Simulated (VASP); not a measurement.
# CdI2 (P-3m1) in VASP: notebook

Runs on CdI2. Level: PBE+D3(BJ). Tasks: relaxation of shape and atoms at fixed volume, relaxation of cell and atoms.

Everything below comes from runs of VASP 6.6.1. Logs are shortened: lines on timing, memory, paths and dates and some standing lists are left out, and cuts for length are marked.

## (1) The cell of the first run

It takes space group P-3m1 (No. 164, trigonal). The conventional cell has a = 4.133 Å, b = 4.133 Å, c = 6.545 Å, α = 90.00°, β = 90.00°, γ = 120.00°. Cd (site symmetry -3m) has 6 I at 2.94 Å within 3.9 Å. Within 4.2 Å of I (site symmetry 3m) lie 3 Cd at 2.94 Å and 12 I at 3.92 to 4.18 Å.

## (2) Relaxation of shape and atoms at fixed volume, PBE+D3(BJ) (32.28 Å³/atom)

Contents of INCAR:

```
PREC = Accurate ; ENCUT = 500
EDIFF = 1E-7 ; ISMEAR = 0
SIGMA = 0.02 ; LREAL = False
LASPH = True ; NELM = 120
ALGO = Normal ; ISIF = 4
LWAVE = False ; LCHARG = False
GGA = PE ; IVDW = 12
IBRION = 2 ; NSW = 50
EDIFFG = -0.01 ; GGA_COMPAT = False
NELMIN = 4
```

Contents of KPOINTS:

```
Automatic mesh
0
Gamma
  6 6 4
```

Contents of POSCAR:

```
CdI2
1.0
    4.1334752276      0.0000000000      0.0000000000
   -2.0667376138      3.5796945530      0.0000000000
    0.0000000000      0.0000000000      6.5453566588
Cd I
1 2
Direct
    0.0000000000      0.0000000000      0.0000000000
    0.3333333333      0.6666666667      0.2623132376
    0.6666666667      0.3333333333      0.7376867624
```

Potentials or basis: VASP PAW PBE potentials, release 64 (Cd, I).

Run with:

```sh
$ cat potpaw_PBE.64/Cd/POTCAR potpaw_PBE.64/I/POTCAR > POTCAR
$ mpirun -np 1 vasp_std > vasp.out
```

OUTCAR:

```text
PREC = Accurate
   ENCUT = 500
   EDIFF = 1E-7
   ISMEAR = 0
   LREAL = False
   LASPH = True
   NELM = 120
   ISIF = 4
   GGA = PE
   IVDW = 12
   IBRION = 2
   NSW = 50
   EDIFFG = -0.01
   NELMIN = 4
 IVDW          = 12

 ion  position               nearest neighbor table
   1  0.000  0.000  0.000-   2 2.94   3 2.94   2 2.94   3 2.94   3 2.94   2 2.94
   2  0.333  0.667  0.262-   1 2.94   1 2.94   1 2.94
   3  0.667  0.333  0.738-   1 2.94   1 2.94   1 2.94

  LATTYP: Found a hexagonal cell.
 ALAT       =     4.1334752276
 C/A-ratio  =     1.5834996700

  Lattice vectors:

 A1 = (   4.1334752276,   0.0000000000,   0.0000000000)
 A2 = (  -2.0667376138,   3.5796945530,   0.0000000000)
 A3 = (   0.0000000000,   0.0000000000,   6.5453566588)

Analysis of symmetry for initial positions (statically):
=====================================================================
 Subroutine PRICEL returns:
 Original cell was already a primitive cell.

 Routine SETGRP: Setting up the symmetry group for a
 hexagonal supercell.

 Subroutine GETGRP returns: Found 12 space group operations
 (whereof 12 operations were pure point group operations)
 out of a pool of 24 trial point group operations.

The static configuration has the point symmetry D_3d.

Analysis of symmetry for dynamics (positions and initial velocities):
=====================================================================
 Subroutine PRICEL returns:
 Original cell was already a primitive cell.

 Routine SETGRP: Setting up the symmetry group for a
 hexagonal supercell.

 Subroutine GETGRP returns: Found 12 space group operations
 (whereof 12 operations were pure point group operations)
 out of a pool of 24 trial point group operations.

The dynamic configuration has the point symmetry D_3d.

 Subroutine INISYM returns: Found 12 space group operations
 (whereof 12 operations are pure point group operations),
 and found     1 'primitive' translations

----------------------------------------------------------------------------------------

                                     Primitive cell

  volume of cell :      96.8489

  direct lattice vectors                    reciprocal lattice vectors
     4.133475228  0.000000000  0.000000000     0.241927179  0.139676722  0.000000000
    -2.066737614  3.579694553  0.000000000     0.000000000  0.279353443  0.000000000
     0.000000000  0.000000000  6.545356659     0.000000000  0.000000000  0.152780063
[... 43 lines left out ...]
  0.000000  0.000000  0.000000      1.000000
  0.166667  0.000000  0.000000      6.000000
  0.333333  0.000000  0.000000      6.000000
  0.500000 -0.000000  0.000000      3.000000
  0.166667  0.166667  0.000000      6.000000
  0.333333  0.166667  0.000000     12.000000
[... 16 lines left out ...]
  0.333333  0.166667  0.500000     12.000000
  0.333333  0.333333  0.500000      2.000000
   k-points           NKPTS =     24   k-points in BZ     NKDIM =     24   number of bands    NBANDS=     17
   number of dos      NEDOS =    301   number of ions     NIONS =      3
   total plane-waves  NPLWV =  43200
   dimension x,y,z NGX =    30 NGY =   30 NGZ =   48
   dimension x,y,z NGXF=    60 NGYF=   60 NGZF=   96
   ions per type =               1   2
   NGX,Y,Z   is equivalent  to a cutoff of  12.07, 12.07, 12.19 a.u.
   NGXF,Y,Z  is equivalent  to a cutoff of  24.13, 24.13, 24.38 a.u.
 SYSTEM =  unknown system
   PREC   = accura    normal or accurate (medium, high low for compatibility)
   ISTART =      0    job   : 0-new  1-cont  2-samecut
   ICHARG =      2    charge: 1-file 2-atom 10-const
   ISPIN  =      1    spin polarized calculation?
   LNONCOLLINEAR =      F non collinear calculations
   LSORBIT =      F    spin-orbit coupling
   LASPH  =      T    aspherical Exc in radial PAW
   ENCUT  =  500.0 eV  36.75 Ry    6.06 a.u.   7.54  7.54 11.93*2*pi/ulx,y,z
   NELM   =    120;   NELMIN=  4; NELMDL= -5     # of ELM steps
   EDIFF  = 0.1E-06   stopping-criterion for ELM
   LREAL  =      F    real-space projection
   EDIFFG = -.1E-01   stopping-criterion for IOM
   NSW    =     50    number of steps for IOM
   IBRION =      2    ionic relax: 0-MD 1-quasi-New 2-CG
   NFREE  =      1    steps in history (QN), initial steepest desc. (CG)
   ISIF   =      4    stress and relaxation
   ISYM   =      2    0-nonsym 1-usesym 2-fastsym
   POTIM  = 0.5000    time-step for ionic-motion
   TEBEG  =    0.0;   TEEND  =   0.0 temperature during run
   PSTRESS=    0.0 pullay stress
   NELECT =      26.0000    total number of electrons
   NUPDOWN=      -1.0000    fix difference up-down
   EMIN   =  10.00;   EMAX   =-10.00  energy-range for DOS
   EFERMI =   0.00;   METHOD = LEGACY
   ISMEAR =     0;   SIGMA  =   0.02  broadening in eV -4-tet -1-fermi 0-gaus
   EFERMI_NEDOS =   21; number of points for ismear=-14 and -15
   IALGO  =     38    algorithm
   IMIX   =      4    mixing-type and parameters
     AMIX     =   0.40;   BMIX     =  1.00
     AMIX_MAG =   1.60;   BMIX_MAG =  1.00
  volume/ion in A,a.u.               =      32.28       217.86
  Fermi-wavevector in a.u.,A,eV,Ry     =   1.056090  1.995721 15.174943  1.115327
  Thomas-Fermi vector in A             =   2.191313
   LORBIT       =      0    0 simple, 1 ext, 2 COOP (PROOUT), +10 PAW based schemes
   GGA     = PE    functional components
   LHFCALC =     F    Hartree Fock is set to
   AEXX    =    0.0000 exact exchange contribution
   IVDW    =    12    specifies the selected vdW correction
   LEPSILON=     F    determine dielectric tensor
   LRPA    =     F    only Hartree local field effects (RPA)
 conjugate gradient relaxation of ions
 non-spin polarized calculation
 Gauss-broadening in eV      SIGMA  =   0.02
  energy-cutoff  :      500.00
  volume of cell :       96.85
 maximum number of plane-waves:      2484
   NGX = 15   NGY = 15   NGZ = 23

--------------------------------------- Ionic step        1  -------------------------------------------

 number of electron      25.9999991 magnetization

 Free energy of the ion-electron system (eV)
  ---------------------------------------------------
  ext. energy  EPLUGINS =         0.00000000
  ---------------------------------------------------
  free energy    TOTEN  =        -5.30894258 eV

  energy without entropy =       -5.30894258  energy(sigma->0) =       -5.30894258

------------------------ aborting loop because EDIFF is reached ----------------------------------------

 Edisp (eV)   -1.10659

 E8    (eV) :    -0.4959
[... 196 lines left out ...]
--------------------------------------- Ionic step        6  -------------------------------------------

 number of electron      25.9999988 magnetization

 Free energy of the ion-electron system (eV)
  ---------------------------------------------------
  ext. energy  EPLUGINS =         0.00000000
  ---------------------------------------------------
  free energy    TOTEN  =        -5.31591854 eV

  energy without entropy =       -5.31591854  energy(sigma->0) =       -5.31591854

 E-fermi :   3.1942     XC(G=0):  -9.0893

 val. band max:        3.0892149480   @ k =   0.1667   0.0000   0.0000
 cond. band min:       5.3704670763   @ k =   0.3333   0.3333   0.0000
 fundamental gap:      2.2812521283
 Fermi energy:         3.1942198165

 k-point     1 :       0.0000    0.0000    0.0000
  band No.  band energies     occupation
      1      -9.4824      2.00000
      2      -8.5281      2.00000
      3      -4.7051      2.00000
      4      -4.7051      2.00000
      5      -4.5969      2.00000
      6      -4.4895      2.00000
[... 503 lines left out ...]
  FREE ENERGIE OF THE ION-ELECTRON SYSTEM (eV)
  ---------------------------------------------------
  free  energy   TOTEN  =        -6.4222558392 eV

  energy  without entropy=       -6.4222558392  energy(sigma->0) =       -6.42225584

 reached required accuracy - stopping structural energy minimisation
```

CONTCAR:

```text
CdI2
   1.00000000000000
     4.1499822516923865   -0.0000000000000000    0.0000000000000000
    -2.0749911258461933    3.5939900551986605   -0.0000000000000000
    -0.0000000000000000    0.0000000000000000    6.4933904217599281
  Cd              I
     1     2
Direct
     0.0000000000000000    0.0000000000000000    0.0000000000000000
     0.3333333332999970    0.6666666667000030    0.2671522522534451
     0.6666666667000030    0.3333333332999970    0.7328477477465549

  0.00000000E+00  0.00000000E+00  0.00000000E+00
  0.00000000E+00  0.00000000E+00  0.00000000E+00
  0.00000000E+00  0.00000000E+00  0.00000000E+00
```

It took 1.7 min on 1 thread of Intel Xeon Platinum 8488C (Sapphire Rapids), shared host; peak memory 0.23 GiB.

What came out:

* Free energy: -6.4223 eV
* Energy gained by relaxing: 2.2 meV/atom
* Ionic steps: 6
* Pressure after relaxing: 2.4 GPa
* Band gap on the k mesh: 2.28 eV (least direct gap 2.56 eV)
* Dispersion energy per atom: -0.369 eV

The path:
```tsv
step	energy change (eV)	largest force (eV/Å)	pressure (GPa)	volume (Å³)
1	0.0000	0.2074	2.97	96.85
2	-0.0035	0.1372	2.78	96.85
3	-0.0063	0.0216	2.36	96.85
4	-0.0063	0.0047	2.40	96.85
5	-0.0066	0.0028	2.40	96.85
6	-0.0067	0.0003	2.40	96.85
```

Final structure:
```
CELL_PARAMETERS angstrom
4.14998 0.00000 0.00000
-2.07499 3.59399 0.00000
0.00000 0.00000 6.49339
ATOMIC_POSITIONS crystal
Cd 0.00000 0.00000 0.00000
I 0.33333 0.66667 0.26715
I 0.66667 0.33333 0.73285
```

Caveat: spin-orbit coupling is left out, which moves the levels of the heavy elements. A k mesh can miss the band edges.

## (3) Relaxation of shape and atoms at fixed volume, PBE+D3(BJ) (33.35 Å³/atom)

This run uses another cell than the first one, of 33.35 Å³/atom.

Contents of INCAR:

```
SYSTEM = CdI2
ALGO     = Normal         ! electronic algorithm
EDIFF    = 1E-7           ! SCF threshold, eV
EDIFFG   = -0.01          ! ionic threshold
ENCUT    = 500            ! plane-wave cutoff, eV
GGA      = PE             ! functional
GGA_COMPAT= .False.      
IBRION   = 2              ! ionic algorithm
ISIF     = 4              ! what is computed and relaxed
ISMEAR   = 0              ! smearing method
IVDW     = 12             ! dispersion correction
LASPH    = .True.         ! aspherical terms in the spheres
LCHARG   = .False.        ! write CHGCAR
LREAL    = .False.        ! projectors in reciprocal space
LWAVE    = .False.        ! write WAVECAR
NELM     = 120            ! most SCF steps
NELMIN   = 4            
NSW      = 50             ! ionic steps
PREC     = Accurate       ! precision mode
SIGMA    = 0.02           ! smearing width, eV
```

Contents of KPOINTS:

```
k-points
0
Gamma
  6 6 4
  0 0 0
```

Contents of POSCAR:

```
CdI2
1.0
    4.1669696788      0.0000000000      0.0000000000
   -2.0834848394      3.6087015986      0.0000000000
    0.0000000000      0.0000000000      6.6528813088
Cd I
1 2
Direct
    0.0000000000      0.0000000000      0.0000000000
    0.3333333333      0.6666666667      0.2580560726
    0.6666666667      0.3333333333      0.7419439274
```

Potentials or basis: VASP PAW PBE potentials, release 64 (Cd, I).

Run with:

```sh
$ cat potpaw_PBE.64/Cd/POTCAR potpaw_PBE.64/I/POTCAR > POTCAR
$ mpirun -np 1 vasp_std > vasp.out
```

OUTCAR:

```text
SYSTEM = CdI2
   EDIFF = 1E-7
   EDIFFG = -0.01
   ENCUT = 500
   GGA = PE
   IBRION = 2
   ISIF = 4
   ISMEAR = 0
   IVDW = 12
   LASPH = .True.
   LREAL = .False.
   NELM = 120
   NELMIN = 4
   NSW = 50
   PREC = Accurate
 IVDW          = 12

 ion  position               nearest neighbor table
   1  0.000  0.000  0.000-   2 2.96   3 2.96   2 2.96   3 2.96   3 2.96   2 2.96
   2  0.333  0.667  0.258-   1 2.96   1 2.96   1 2.96
   3  0.667  0.333  0.742-   1 2.96   1 2.96   1 2.96

  LATTYP: Found a hexagonal cell.
 ALAT       =     4.1669696788
 C/A-ratio  =     1.5965754065

  Lattice vectors:

 A1 = (   4.1669696788,   0.0000000000,   0.0000000000)
 A2 = (  -2.0834848394,   3.6087015986,   0.0000000000)
 A3 = (   0.0000000000,   0.0000000000,   6.6528813088)

Analysis of symmetry for initial positions (statically):
=====================================================================
 Subroutine PRICEL returns:
 Original cell was already a primitive cell.

 Routine SETGRP: Setting up the symmetry group for a
 hexagonal supercell.

 Subroutine GETGRP returns: Found 12 space group operations
 (whereof 12 operations were pure point group operations)
 out of a pool of 24 trial point group operations.

The static configuration has the point symmetry D_3d.

Analysis of symmetry for dynamics (positions and initial velocities):
=====================================================================
 Subroutine PRICEL returns:
 Original cell was already a primitive cell.

 Routine SETGRP: Setting up the symmetry group for a
 hexagonal supercell.

 Subroutine GETGRP returns: Found 12 space group operations
 (whereof 12 operations were pure point group operations)
 out of a pool of 24 trial point group operations.

The dynamic configuration has the point symmetry D_3d.

 Subroutine INISYM returns: Found 12 space group operations
 (whereof 12 operations are pure point group operations),
 and found     1 'primitive' translations

[... 89 lines left out ...]
   ISPIN  =      1    spin polarized calculation?
   LNONCOLLINEAR =      F non collinear calculations
   LSORBIT =      F    spin-orbit coupling
   LASPH  =      T    aspherical Exc in radial PAW
   ENCUT  =  500.0 eV  36.75 Ry    6.06 a.u.   7.60  7.60 12.13*2*pi/ulx,y,z
   NELM   =    120;   NELMIN=  4; NELMDL= -5     # of ELM steps
   EDIFF  = 0.1E-06   stopping-criterion for ELM
   LREAL  =      F    real-space projection
   EDIFFG = -.1E-01   stopping-criterion for IOM
   NSW    =     50    number of steps for IOM
   IBRION =      2    ionic relax: 0-MD 1-quasi-New 2-CG
   NFREE  =      1    steps in history (QN), initial steepest desc. (CG)
   ISIF   =      4    stress and relaxation
   ISYM   =      2    0-nonsym 1-usesym 2-fastsym
   POTIM  = 0.5000    time-step for ionic-motion
   TEBEG  =    0.0;   TEEND  =   0.0 temperature during run
   PSTRESS=    0.0 pullay stress
   NELECT =      26.0000    total number of electrons
   NUPDOWN=      -1.0000    fix difference up-down
   EMIN   =  10.00;   EMAX   =-10.00  energy-range for DOS
   EFERMI =   0.00;   METHOD = LEGACY
   ISMEAR =     0;   SIGMA  =   0.02  broadening in eV -4-tet -1-fermi 0-gaus
   EFERMI_NEDOS =   21; number of points for ismear=-14 and -15
   IALGO  =     38    algorithm
   IMIX   =      4    mixing-type and parameters
     AMIX     =   0.40;   BMIX     =  1.00
     AMIX_MAG =   1.60;   BMIX_MAG =  1.00
  volume/ion in A,a.u.               =      33.35       225.04
  Fermi-wavevector in a.u.,A,eV,Ry     =   1.044734  1.974260 14.850329  1.091468
  Thomas-Fermi vector in A             =   2.179499
   LORBIT       =      0    0 simple, 1 ext, 2 COOP (PROOUT), +10 PAW based schemes
   GGA     = PE    functional components
   LHFCALC =     F    Hartree Fock is set to
   AEXX    =    0.0000 exact exchange contribution
   IVDW    =    12    specifies the selected vdW correction
   LEPSILON=     F    determine dielectric tensor
   LRPA    =     F    only Hartree local field effects (RPA)
 conjugate gradient relaxation of ions
 non-spin polarized calculation
 Gauss-broadening in eV      SIGMA  =   0.02
  energy-cutoff  :      500.00
  volume of cell :      100.04
 maximum number of plane-waves:      2568
   NGX = 15   NGY = 15   NGZ = 25

--------------------------------------- Ionic step        1  -------------------------------------------

 number of electron      25.9999996 magnetization

 Free energy of the ion-electron system (eV)
  ---------------------------------------------------
  ext. energy  EPLUGINS =         0.00000000
  ---------------------------------------------------
  free energy    TOTEN  =        -5.38299668 eV

  energy without entropy =       -5.38299668  energy(sigma->0) =       -5.38299668

------------------------ aborting loop because EDIFF is reached ----------------------------------------

 Edisp (eV)   -1.07004

 E8    (eV) :    -0.4796
[... 155 lines left out ...]
--------------------------------------- Ionic step        5  -------------------------------------------

 number of electron      25.9999997 magnetization

 Free energy of the ion-electron system (eV)
  ---------------------------------------------------
  ext. energy  EPLUGINS =         0.00000000
  ---------------------------------------------------
  free energy    TOTEN  =        -5.39018966 eV

  energy without entropy =       -5.39018966  energy(sigma->0) =       -5.39018966

 E-fermi :   2.8121     XC(G=0):  -8.9264

 val. band max:        2.7123614894   @ k =   0.0000   0.0000   0.5000
 cond. band min:       5.0265008859   @ k =   0.5000   0.0000   0.5000
 fundamental gap:      2.3141393964
 Fermi energy:         2.8120750252

 k-point     1 :       0.0000    0.0000    0.0000
  band No.  band energies     occupation
      1      -9.6708      2.00000
      2      -8.8069      2.00000
      3      -4.9894      2.00000
      4      -4.9894      2.00000
      5      -4.8799      2.00000
      6      -4.7835      2.00000
[... 503 lines left out ...]
  FREE ENERGIE OF THE ION-ELECTRON SYSTEM (eV)
  ---------------------------------------------------
  free  energy   TOTEN  =        -6.4598073536 eV

  energy  without entropy=       -6.4598073536  energy(sigma->0) =       -6.45980735

 reached required accuracy - stopping structural energy minimisation
```

CONTCAR:

```text
CdI2
   1.00000000000000
     4.1864145707895410    0.0000000000000000   -0.0000000000000000
    -2.0932072853947705    3.6255413690257172    0.0000000000000000
     0.0000000000000000    0.0000000000000000    6.5912227594300941
  Cd              I
     1     2
Direct
     0.0000000000000000    1.0000000000000000    0.0000000000000000
     0.3333333332999970    0.6666666667000030    0.2630047233837175
     0.6666666667000030    0.3333333332999970    0.7369952766162825

  0.00000000E+00  0.00000000E+00  0.00000000E+00
  0.00000000E+00  0.00000000E+00  0.00000000E+00
  0.00000000E+00  0.00000000E+00  0.00000000E+00
```

Run time: 1.8 min. Hardware: 1 thread of Intel Xeon Platinum 8488C (Sapphire Rapids), shared host; peak memory 0.23 GiB.

What came out:

```yaml
Free_energy: -6.4598 eV
Energy_gained_by_relaxing: 2.3 meV/atom
Ionic_steps: 5
Pressure_after_relaxing: 1.4 GPa
Band_gap_on_the_k_mesh: 2.31 eV (least direct gap 2.53 eV)
Dispersion_energy_per_atom: -0.357 eV
```

Forces in eV/Å, atoms in the order of the input:
```
Cd   0.000  0.000  0.000
I    0.000  0.000  0.003
I    0.000  0.000 -0.003
```

The path:
| step | energy change (eV) | largest force (eV/Å) | pressure (GPa) | volume (Å³) |
| --- | --- | --- | --- | --- |
| 1 | 0.0000 | 0.1933 | 1.99 | 100.04 |
| 2 | -0.0031 | 0.1341 | 1.82 | 100.04 |
| 3 | -0.0062 | 0.0051 | 1.42 | 100.04 |
| 4 | -0.0066 | 0.0017 | 1.42 | 100.04 |
| 5 | -0.0068 | 0.0026 | 1.41 | 100.04 |

Final structure:
```
CELL_PARAMETERS angstrom
4.18641 0.00000 0.00000
-2.09321 3.62554 0.00000
0.00000 0.00000 6.59122
ATOMIC_POSITIONS crystal
Cd 0.00000 0.00000 0.00000
I 0.33333 0.66667 0.26300
I 0.66667 0.33333 0.73700
```

Levels at points of the mesh, in eV from the valence-band top:
```tsv
k point	band 9	band 10	band 11	band 12	band 13	band 14	band 15	band 16	band 17
(0.00, 0.00, 0.00)	-0.32	-0.32	-0.26	-0.26	-0.06	2.47	4.42	6.39	6.39
(0.50, 0.00, 0.00)	-2.87	-2.35	-1.68	-0.97	-0.12	2.73	4.92	5.62	6.29
(0.00, 0.00, 0.50)	-1.99	-0.54	-0.54	0.00	0.00	3.85	4.52	6.08	6.08
(0.50, 0.00, 0.50)	-3.54	-1.33	-1.24	-0.66	-0.60	2.31	4.75	5.63	6.61
```

Caveat: spin-orbit coupling is left out, which moves the levels of the heavy elements.

(Continued in part 2 of 3.)
